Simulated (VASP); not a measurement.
# Al3Ni5 (Pm) in VASP: single point with PBEsol

Aim: the single point of Al3Ni5 with PBEsol.

Program: VASP 6.6.1. These are calculated values, not measurements. Logs are shortened: lines on timing, memory, paths and dates and some standing lists are left out, and cuts for length are marked.

## Step 1: The cell of the first run

Symmetry: Pm, No. 6, monoclinic system. Conventional cell: a = 4.947 Å, b = 3.720 Å, c = 10.889 Å, α = 90.00°, β = 95.93°, γ = 90.00°. Al (site symmetry m) has 7 Ni at 2.37 to 2.97 Å and 2 Al at 2.78 Å within 3.1 Å. Al (site symmetry m) has 8 Ni at 2.37 to 2.47 Å and 4 Al at 2.78 Å within 3.1 Å. Al (site symmetry m) has 10 Ni at 2.44 to 3.52 Å and 6 Al at 3.25 to 3.72 Å within 3.8 Å. Al (site symmetry m) has 10 Ni at 2.44 to 2.54 Å and 5 Al at 2.78 to 3.32 Å within 3.4 Å. Al (site symmetry m) has 10 Ni at 2.44 to 3.52 Å and 6 Al at 2.78 to 3.72 Å within 3.8 Å. Al (site symmetry m) has 10 Ni at 2.44 to 2.54 Å and 5 Al at 2.78 to 3.32 Å within 3.4 Å. Ni (site symmetry m) has 6 Al at 2.47 to 3.29 Å and 8 Ni at 2.47 to 2.60 Å within 3.3 Å. Within 3.3 Å of Ni (site symmetry m) lie 5 Al at 2.47 to 3.29 Å and 7 Ni at 2.47 to 2.60 Å.

## Step 2: Single point, PBEsol (the distance across one plane changed)

Contents of INCAR:

```
SYSTEM = Al3Ni5
ALGO = Fast ; EDIFF = 1E-6
ENCUT = 520 ; GGA = PS
ISIF = 2 ; ISMEAR = 0
LASPH = .TRUE. ; LCHARG = .FALSE.
LREAL = Auto ; LWAVE = .FALSE.
NBANDS = 73 ; NELM = 80
PREC = Accurate ; SIGMA = 0.15
```

Contents of KPOINTS:

```
k-points
0
G
  8 10 4
  0 0 0
```

Contents of POSCAR:

```
Al3Ni5
1.0
   -3.2933322760     -3.6919375971      0.0000000000
    0.0000000000      0.0000000000     -3.7203545651
    7.3329074650     -8.0495489242      0.0000000000
Al Ni
6 10
Direct
    0.5198314452      0.0000000000      0.8568841539
    0.5093280581      0.0000000000      0.4030500594
    0.7814512302      0.5000000000      0.0761483138
    0.7919546173      0.5000000000      0.5299824083
    0.2372048859      0.5000000000      0.7299518049
    0.2267014988      0.5000000000      0.2761177104
    0.0145797516      1.0000000000      0.6299671066
    0.0040763645      1.0000000000      0.1761330121
    0.5145797516      0.0000000000      0.6299671066
    0.5040763645      0.0000000000      0.1761330121
    1.0198314452      0.0000000000      0.8568841539
    1.0093280581      0.0000000000      0.4030500594
    0.7412438724      0.5000000000      0.7553330145
    0.7307404853      0.5000000000      0.3014989200
    0.2774122438      0.5000000000      0.0507671042
    0.2879156309      0.5000000000      0.5046011987
```

Potentials or basis: VASP PAW PBE potentials, release 64 (Al, Ni).

Launch:

```console
cat potpaw_PBE.64/Al/POTCAR potpaw_PBE.64/Ni/POTCAR > POTCAR
mpirun -np 1 vasp_std > vasp.out
```

OUTCAR:

```text
SYSTEM = Al3Ni5
   EDIFF = 1E-6
   ENCUT = 520
   GGA = PS
   ISIF = 2
   ISMEAR = 0
   LASPH = .TRUE.
   LREAL = Auto
   NELM = 80
   PREC = Accurate

 ion  position               nearest neighbor table
   1  0.520  0.000  0.857-  13 2.37  13 2.37  11 2.47  11 2.47   9 2.47   5 2.78   5 2.78  15 2.97
                            15 2.97
   2  0.509  0.000  0.403-  16 2.37  16 2.37  14 2.37  14 2.37   9 2.47  12 2.47  12 2.47  10 2.47
                             4 2.78   4 2.78   6 2.78   6 2.78
   3  0.781  0.500  0.076-  14 2.44  15 2.44   8 2.47   8 2.47  10 2.49  10 2.49  15 2.54  11 3.16
                            11 3.16   6 3.25   6 3.32
   4  0.792  0.500  0.530-  13 2.44  16 2.44   7 2.47   7 2.47  12 2.49  12 2.49   9 2.49   9 2.49
                            14 2.54  16 2.54   2 2.78   2 2.78   5 3.25   6 3.32   5 3.32
   5  0.237  0.500  0.730-  13 2.44  16 2.44   7 2.47   7 2.47  11 2.49  11 2.49   9 2.49   9 2.49
                            13 2.54   1 2.78   1 2.78   4 3.25   4 3.32
   6  0.227  0.500  0.276-  14 2.44  15 2.44   8 2.47   8 2.47  12 2.49  12 2.49  10 2.49  10 2.49
                            16 2.54  14 2.54   2 2.78   2 2.78   3 3.25   4 3.32   3 3.32
   7  0.015  0.000  0.630-   5 2.47   5 2.47   4 2.47   4 2.47  12 2.47   9 2.47   9 2.47  11 2.47
                            13 2.60  13 2.60  16 2.60  16 2.60
   8  0.004  0.000  0.176-   6 2.47   6 2.47   3 2.47   3 2.47  10 2.47  10 2.47  12 2.47  14 2.60
                            14 2.60  15 2.60  15 2.60
   9  0.515  0.000  0.630-   2 2.47   7 2.47   7 2.47   1 2.47   4 2.49   4 2.49   5 2.49   5 2.49
                            16 2.63  16 2.63  13 2.63  13 2.63
  10  0.504  0.000  0.176-   8 2.47   8 2.47   2 2.47   6 2.49   6 2.49   3 2.49   3 2.49  15 2.63
                            15 2.63  14 2.63  14 2.63
  11  0.020  0.000  0.857-   1 2.47   1 2.47   7 2.47   5 2.49   5 2.49  13 2.63  13 2.63   3 3.16
                             3 3.16
  12  0.009  0.000  0.403-   7 2.47   2 2.47   2 2.47   8 2.47   4 2.49   4 2.49   6 2.49   6 2.49
                            16 2.63  16 2.63  14 2.63  14 2.63
  13  0.741  0.500  0.755-   1 2.37   1 2.37   5 2.44   4 2.44   5 2.54   7 2.60   7 2.60   9 2.63
                             9 2.63  11 2.63  11 2.63
  14  0.731  0.500  0.301-   2 2.37   2 2.37   6 2.44   3 2.44   4 2.54   6 2.54   8 2.60   8 2.60
                            10 2.63  10 2.63  12 2.63  12 2.63  16 2.95
  15  0.277  0.500  0.051-   6 2.44   3 2.44   3 2.54   8 2.60   8 2.60  10 2.63  10 2.63   1 2.97
                             1 2.97
  16  0.288  0.500  0.505-   2 2.37   2 2.37   5 2.44   4 2.44   6 2.54   4 2.54   7 2.60   7 2.60
                             9 2.63   9 2.63  12 2.63  12 2.63  14 2.95

  LATTYP: Found a simple monoclinic cell.
 ALAT       =     4.9473670473
 B/A-ratio  =     0.7519867698
 C/A-ratio  =     2.2009357361
 COS(beta)  =    -0.1033714602

  Lattice vectors:

 A1 = (  -3.2933322760,  -3.6919375971,   0.0000000000)
 A2 = (   0.0000000000,   0.0000000000,   3.7203545651)
 A3 = (  -7.3329074650,   8.0495489242,   0.0000000000)

Analysis of symmetry for initial positions (statically):
=====================================================================
 Subroutine PRICEL returns:
 Original cell was already a primitive cell.

 Routine SETGRP: Setting up the symmetry group for a
 simple monoclinic supercell.

 Subroutine GETGRP returns: Found  2 space group operations
 (whereof  2 operations were pure point group operations)
 out of a pool of  4 trial point group operations.

The static configuration has the point symmetry C_1h.

Analysis of symmetry for dynamics (positions and initial velocities):
=====================================================================
 Subroutine PRICEL returns:
 Original cell was already a primitive cell.

 Routine SETGRP: Setting up the symmetry group for a
 simple monoclinic supercell.

 Subroutine GETGRP returns: Found  2 space group operations
 (whereof  2 operations were pure point group operations)
 out of a pool of  4 trial point group operations.

The dynamic configuration has the point symmetry C_1h.

 Subroutine INISYM returns: Found  2 space group operations
 (whereof  2 operations are pure point group operations),
 and found     1 'primitive' translations

----------------------------------------------------------------------------------------

                                     Primitive cell

  volume of cell :     199.3458

  direct lattice vectors                    reciprocal lattice vectors
    -3.293332276 -3.691937597  0.000000000    -0.150227267 -0.136852718  0.000000000
     0.000000000  0.000000000 -3.720354565     0.000000000  0.000000000 -0.268791585
     7.332907465 -8.049548924  0.000000000     0.068901960 -0.061462861  0.000000000

  length of vectors
     4.947367047  3.720354565 10.888836934     0.203216382  0.268791585  0.092331811

[... 56 lines left out ...]
     0.000000000  0.000000000  0.000000000

 Subroutine IBZKPT returns following result:
 ===========================================

 Found    108 irreducible k-points:

 Following reciprocal coordinates:
            Coordinates               Weight
  0.000000  0.000000  0.000000      1.000000
  0.125000  0.000000  0.000000      2.000000
  0.250000  0.000000  0.000000      2.000000
  0.375000  0.000000  0.000000      2.000000
  0.500000  0.000000  0.000000      1.000000
  0.000000  0.100000  0.000000      2.000000
[... 16 lines left out ...]
  0.250000  0.400000  0.000000      4.000000
  0.375000  0.400000  0.000000      4.000000
 [... further k-points ...]
   k-points           NKPTS =    108   k-points in BZ     NKDIM =    108   number of bands    NBANDS=     73
   number of dos      NEDOS =    301   number of ions     NIONS =     16
   total plane-waves  NPLWV =  94080
   dimension x,y,z NGX =    40 NGY =   28 NGZ =   84
   dimension x,y,z NGXF=    80 NGYF=   56 NGZF=  168
   ions per type =               6  10
   NGX,Y,Z   is equivalent  to a cutoff of  13.44, 12.51, 12.82 a.u.
   NGXF,Y,Z  is equivalent  to a cutoff of  26.88, 25.02, 25.65 a.u.
 SYSTEM =  Al3Ni5
   PREC   = accura    normal or accurate (medium, high low for compatibility)
   ISTART =      0    job   : 0-new  1-cont  2-samecut
   ICHARG =      2    charge: 1-file 2-atom 10-const
   ISPIN  =      1    spin polarized calculation?
   LNONCOLLINEAR =      F non collinear calculations
   LSORBIT =      F    spin-orbit coupling
   LASPH  =      T    aspherical Exc in radial PAW
   ENCUT  =  520.0 eV  38.22 Ry    6.18 a.u.   9.20  6.92 20.25*2*pi/ulx,y,z
   NELM   =     80;   NELMIN=  2; NELMDL= -5     # of ELM steps
   EDIFF  = 0.1E-05   stopping-criterion for ELM
   LREAL  =      T    real-space projection
   EDIFFG = 0.1E-04   stopping-criterion for IOM
   NSW    =      0    number of steps for IOM
   IBRION =     -1    ionic relax: 0-MD 1-quasi-New 2-CG
   NFREE  =      0    steps in history (QN), initial steepest desc. (CG)
   ISIF   =      2    stress and relaxation
   ISYM   =      2    0-nonsym 1-usesym 2-fastsym
   POTIM  = 0.5000    time-step for ionic-motion
   TEBEG  =    0.0;   TEEND  =   0.0 temperature during run
   PSTRESS=    0.0 pullay stress
   NELECT =     118.0000    total number of electrons
   NUPDOWN=      -1.0000    fix difference up-down
   EMIN   =  10.00;   EMAX   =-10.00  energy-range for DOS
   EFERMI =   0.00;   METHOD = LEGACY
   ISMEAR =     0;   SIGMA  =   0.15  broadening in eV -4-tet -1-fermi 0-gaus
   EFERMI_NEDOS =   21; number of points for ismear=-14 and -15
   IALGO  =     68    algorithm
   IMIX   =      4    mixing-type and parameters
     AMIX     =   0.40;   BMIX     =  1.00
     AMIX_MAG =   1.60;   BMIX_MAG =  1.00
  volume/ion in A,a.u.               =      12.46        84.08
  Fermi-wavevector in a.u.,A,eV,Ry     =   1.374569  2.597558 25.707381  1.889439
  Thomas-Fermi vector in A             =   2.499983
   LORBIT       =      0    0 simple, 1 ext, 2 COOP (PROOUT), +10 PAW based schemes
   GGA     = PS    functional components
   LHFCALC =     F    Hartree Fock is set to
   AEXX    =    0.0000 exact exchange contribution
   IVDW    =     0    specifies the selected vdW correction
   LEPSILON=     F    determine dielectric tensor
   LRPA    =     F    only Hartree local field effects (RPA)
 non-spin polarized calculation
 RMM-DIIS sequential band-by-band and
 Gauss-broadening in eV      SIGMA  =   0.15
  energy-cutoff  :      520.00
  volume of cell :      199.35
 maximum number of plane-waves:      5404
 NGX is ok and might be reduce to    40
   NGX = 19   NGY = 13   NGZ = 41

 number of electron     117.9999922 magnetization

 Free energy of the ion-electron system (eV)
  ---------------------------------------------------
  ext. energy  EPLUGINS =         0.00000000
  ---------------------------------------------------
  free energy    TOTEN  =       -92.56568311 eV

  energy without entropy =      -92.47973038  energy(sigma->0) =      -92.52270675

 E-fermi :   8.7464     XC(G=0): -12.0683

 val. band max:        8.7403061858   @ k =   0.0000   0.1000   0.2500
 cond. band min:       8.7535704475   @ k =   0.0000   0.1000   0.5000
 fundamental gap:      0.0132642618
 Fermi energy:         8.7464160883

 k-point     1 :       0.0000    0.0000    0.0000
  band No.  band energies     occupation
      1      -1.7825      2.00000
      2      -0.4935      2.00000
      3       0.3011      2.00000
      4       2.6783      2.00000
      5       3.0312      2.00000
      6       3.6481      2.00000
[... 1765 lines left out ...]
     70      12.4672      0.00000
     71      13.4090      0.00000

 [... further k-points ...]

 [bands above 71 left out]

------------------------ aborting loop because EDIFF is reached ----------------------------------------

  FORCE on cell =-STRESS in cart. coord.  units (eV):
  Direction    XX          YY          ZZ          XY          YZ          ZX
  --------------------------------------------------------------------------------------
  -------------------------------------------------------------------------------------
  Total       -7.7326158     -6.9940255     -7.3308146      3.2497325      0.0000000      0.0000000
  in kB      -62.1483934    -56.2122128    -58.9190466     26.1186716      0.0000000      0.0000000
  external PRESSURE =     -59.0932176 kB  Pullay stress =       0.0000000 kB

 VOLUME and BASIS-vectors are now :
 -----------------------------------------------------------------------------
  energy-cutoff  :      520.00
  volume of cell :      199.35
      direct lattice vectors                 reciprocal lattice vectors
    -3.293332276 -3.691937597  0.000000000    -0.150227267 -0.136852718  0.000000000
     0.000000000  0.000000000 -3.720354565     0.000000000  0.000000000 -0.268791585
     7.332907465 -8.049548924  0.000000000     0.068901960 -0.061462861  0.000000000

 POSITION                                       TOTAL-FORCE (eV/Angst)
 -----------------------------------------------------------------------------------
      4.57147     -8.81672      0.00000         1.185842     -0.856026      0.000000
      1.27814     -5.12478      0.00000        -0.080970      0.063165      0.000000
     -2.01519     -3.49803     -1.86018        -0.613319      0.738854      0.000000
      1.27814     -7.18997     -1.86018         0.065957     -0.013356      0.000000
      4.57147     -6.75153     -1.86018         0.318459     -0.283631      0.000000
      1.27814     -3.05959     -1.86018        -0.226726      0.160475      0.000000
[... 8 lines left out ...]
     -0.54134     -1.43284     -1.86018        -0.652564      0.281661      0.000000
      2.75199     -5.12478     -1.86018        -0.009520      0.013986      0.000000
 -----------------------------------------------------------------------------------
    total drift:                               -0.007263      0.002676      0.000000

  FREE ENERGIE OF THE ION-ELECTRON SYSTEM (eV)
  ---------------------------------------------------
  free  energy   TOTEN  =       -92.5656831067 eV

  energy  without entropy=      -92.4797303849  energy(sigma->0) =      -92.52270675
```

Wall time 73 min (1 thread of Oxide Virtual Turin-like, shared host); peak memory 0.92 GiB.

What came out:

- Free energy: -92.5657 eV
- Pressure: -5.9 GPa
- Largest force: 1.463 eV/Å
- Band gap on the k mesh: zero (bands 59 and 60 overlap by 1.13 eV)

Forces in eV/Å, atoms in the order of the input:
```
Al   1.186 -0.856  0.000
Al  -0.081  0.063  0.000
Al  -0.613  0.739  0.000
Al   0.066 -0.013  0.000
Al   0.318 -0.284  0.000
Al  -0.227  0.160  0.000
Ni   0.058 -0.119  0.000
Ni  -0.290  0.400  0.000
Ni   0.164  0.015  0.000
Ni  -0.252  0.286  0.000
Ni   0.458 -0.520  0.000
Ni   0.004 -0.004  0.000
Ni  -0.095 -0.141  0.000
Ni  -0.034 -0.022  0.000
Ni  -0.653  0.282  0.000
Ni  -0.010  0.014  0.000
```

Caveat: the cell differs from its parent crystal (the distance across one plane changed); the cell stands under tension; the PAW data sets were made with another functional, which shifts forces and pressure a little. Spin polarisation is off, so any magnetic state and its effect on volume and gap are missing.
